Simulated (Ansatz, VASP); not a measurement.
## Be2ZnTe2O: VASP beside Ansatz

```
Be Zn Te O
1.0
     3.74109    0.00000    0.00000
    -1.87054    3.23988    0.00000
     0.00000    0.00000   10.28332
Be Zn Te O
2 1 2 1
Direct
  0.33333 0.66667 0.36408
  0.66667 0.33333 0.63592
  0.00000 0.00000 0.00000
  0.00000 0.00000 0.26077
  0.00000 0.00000 0.73923
  0.00000 0.00000 0.50000
```

Alike in both runs: functional PBE; k mesh 12 × 12 × 4; occupations gaussian, width 0.1 eV; no spin polarisation.

Ansatz relaxed the structure, and its values are those at the end. VASP's run is a single point on that final structure, the one shown.

|  | VASP | Ansatz |
| --- | --- | --- |
| version | VASP 6.6.1 | Ansatz 0.2.0 |
| potentials or method | VASP PAW PBE potentials, release 64 (Be, Zn, Te, O), cutoff 520 eV | scalar-relativistic, plane waves, PAW |
| valence electrons in the cell | 34 | 54 |

Ansatz gave:

| Quantity | Value |
| --- | --- |
| gap on the k mesh at the Fermi level (eV) | none |
| pressure (GPa) | 0.0 |
| rms of the force components (eV/Å) | 0.001 |

What did VASP give for the same quantities?

gap on the k mesh at the Fermi level (eV): none; pressure (GPa): 0.1; rms of the force components (eV/Å): 0.008.

A gap of «none» marks a metal or a gap that the smearing closes. VASP's potentials hold 34 valence electrons a cell and Ansatz's 54, so a difference there can come from the potentials and not from the codes.

Spin-orbit coupling is off throughout.
